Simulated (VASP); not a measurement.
Write the native input for VASP 6.6.1 that does the following.

```
Task                   : single point
Functional             : r2SCAN
Potentials or basis    : VASP PAW PBE potentials, release 64 (Na_pv, H)
Cutoff                 : 520 eV
k mesh                 : 8 × 8 × 8
Occupations            : fermi-dirac, width 0.2 eV
Spin                   : no spin polarisation
Dipole correction      : no
Further INCAR settings : ALGO = Normal; EDIFF = 1e-07; NBANDS = 11
```

Crystal: NaH.

```xyz
2
Lattice="-0.3596 2.3970 2.2712 2.3970 -0.3596 2.2712 2.0375 2.0375 0.0000" Properties=species:S:1:pos:R:3 pbc="T T T"
Na    0.0000    0.0000    0.0000
H     2.0375    2.0375    2.2712
```

This cell differs from its parent crystal: engineering shear strain xy -0.3000, normal strain along z -0.0525.

The input as run:

POSCAR

```
NaH
1.0
   -0.3595547457      2.3970316378      2.2711874768
    2.3970316378     -0.3595547457      2.2711874768
    2.0374768921      2.0374768921      0.0000000000
Na H
1 1
Direct
    0.0000000000      0.0000000000      0.0000000000
    0.5000000000      0.5000000000      0.5000000000
```

INCAR.step1

```
  PREC = Accurate
  ENCUT = 520
  ISMEAR = -1
  SIGMA = 0.2
  LREAL = False
  LASPH = True
  NELM = 100
  NBANDS = 11
  GGA = PE
  ALGO = Normal
  EDIFF = 1E-4
  LWAVE = True
  LCHARG = False
```

INCAR.step2

```
  PREC = Accurate
  ENCUT = 520
  EDIFF = 1E-7
  ISMEAR = -1
  SIGMA = 0.2
  LREAL = False
  LASPH = True
  NELM = 100
  ALGO = Normal
  ISIF = 2
  LWAVE = False
  LCHARG = False
  METAGGA = R2SCAN
  LMIXTAU = True
  NBANDS = 11
  ISTART = 1
```

KPOINTS

```
regular mesh
0
Gamma
  8 8 8
```

Potentials or basis: VASP PAW PBE potentials, release 64 (Na_pv, H).

Launch:

```sh
$ cat potpaw_PBE.64/Na_pv/POTCAR potpaw_PBE.64/H/POTCAR > POTCAR
$ cp INCAR.step1 INCAR
$ mpirun -np 1 vasp_std > vasp.out
$ cp INCAR.step2 INCAR
$ mpirun -np 1 vasp_std > vasp.out
```

It gave:

```json
{
 "Pressure": "1.8 GPa",
 "Band gap on the k mesh": "3.32 eV, indirect (least direct gap 5.17 eV)"
}
```

Caveat: the cell differs from its parent crystal (engineering shear strain xy -0.3000, normal strain along z -0.0525); the PAW data sets were made with another functional, which shifts forces and pressure a little.

Wall time 2.9 min on 1 thread of AMD EPYC 7R43 64-Core Processor (Zen 3), with other jobs on the host, peak memory 0.12 GiB.
